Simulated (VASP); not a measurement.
Crystal: NiO.

```
Ni O
1.0
     0.00000    2.04332    2.04332
     2.04332    0.00000    2.04332
     2.04332    2.04332    0.00000
Ni O
1 1
Cartesian
  0.0000 0.0000 0.0000
  2.0433 2.0433 2.0433
```

Program: VASP 6.6.1. Alike in all runs: task single point; spin collinear, ferromagnetic start; cell as given; k mesh 11 × 11 × 11; cutoff (eV) 520; smearing fermi-dirac 0.05 eV.

Q: Order these runs on this cell by their pressure, lowest first.
A. level PBEsol+D4; potentials or basis VASP PAW PBE potentials, release 64 (Ni, O)
B. level revPBE+D4; potentials or basis VASP PAW PBE potentials, release 64 (Ni, O)
C. level PBE; potentials or basis VASP PAW PBE potentials, release 64 (Ni, O)
D. level LDA; potentials or basis VASP PAW LDA potentials, release 64 (Ni, O)
E. level revPBE; potentials or basis VASP PAW PBE potentials, release 64 (Ni, O)

A: D (-7.4 GPa), A (0.8 GPa), B (16.2 GPa), C (18.2 GPa), E (24.3 GPa).

Caveats: a cell with one magnetic atom can't hold antiferromagnetic order, which such compounds often take (some runs); the PAW data sets were made with another functional, which shifts forces and pressure a little (some runs); pairwise dispersion overbinds metals, which lowers pressure and volume (some runs).
